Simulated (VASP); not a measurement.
Input of a VASP 6.6.1 run:

INCAR

```
PREC     = Accurate       # precision mode
ENCUT    = 520            # plane-wave cutoff, eV
EDIFF    = 1E-7           # SCF threshold, eV
ISMEAR   = -1             # smearing method
SIGMA    = 0.02           # smearing width, eV
LREAL    = F              # projectors in reciprocal space
LASPH    = T              # aspherical terms in the spheres
NELM     = 60             # most SCF steps
ALGO     = Normal         # electronic algorithm
ISIF     = 2              # what is computed and relaxed
LWAVE    = F              # write WAVECAR
LCHARG   = T              # write CHGCAR
GGA      = PS             # functional
LELF     = T              # ELF
LVHAR    = T            
NBANDS   = 35             # bands
```

File KPOINTS:

```
Automatic mesh
0
Gamma
  6 6 8
```

POSCAR

```
SnO2
1.0
    4.7692288980      0.0000000000      0.0000000000
    0.0000000000      4.7692288980      0.0000000000
    0.0000000000      0.0000000000      3.2119993406
Sn O
2 4
Direct
    0.0000000000      0.0000000000      0.0000000000
    0.5000000000      0.5000000000      0.5000000000
    0.3062745649      0.3062745649      0.0000000000
    0.1937254351      0.8062745649      0.5000000000
    0.6937254351      0.6937254351      0.0000000000
    0.8062745649      0.1937254351      0.5000000000
```

Potentials or basis: VASP PAW PBE potentials, release 64 (Sn_d, O).

The run is started by

```sh
$ cat potpaw_PBE.64/Sn_d/POTCAR potpaw_PBE.64/O/POTCAR > POTCAR
$ mpirun -np 1 vasp_std > vasp.out
```

Task: What does it give for the band gap on the k mesh?

Result: 0.91 eV, direct.

Task: What does it give for the largest force?

Result: 0.015 eV/Å.

Task: What does it give for the pressure?

Result: 0.6 GPa.

Forces in eV/Å, atoms in the order of the input:
```
Sn   0.000  0.000  0.000
Sn   0.000  0.000  0.000
O   -0.011 -0.011  0.000
O    0.011 -0.011  0.000
O    0.011  0.011  0.000
O   -0.011  0.011  0.000
```

Caveat: the PAW data sets were made with another functional, which shifts forces and pressure a little; spin-orbit coupling is left out, which moves the levels of the heavy elements. PBEsol gaps usually lie below the measured ones, often by a third to a half.
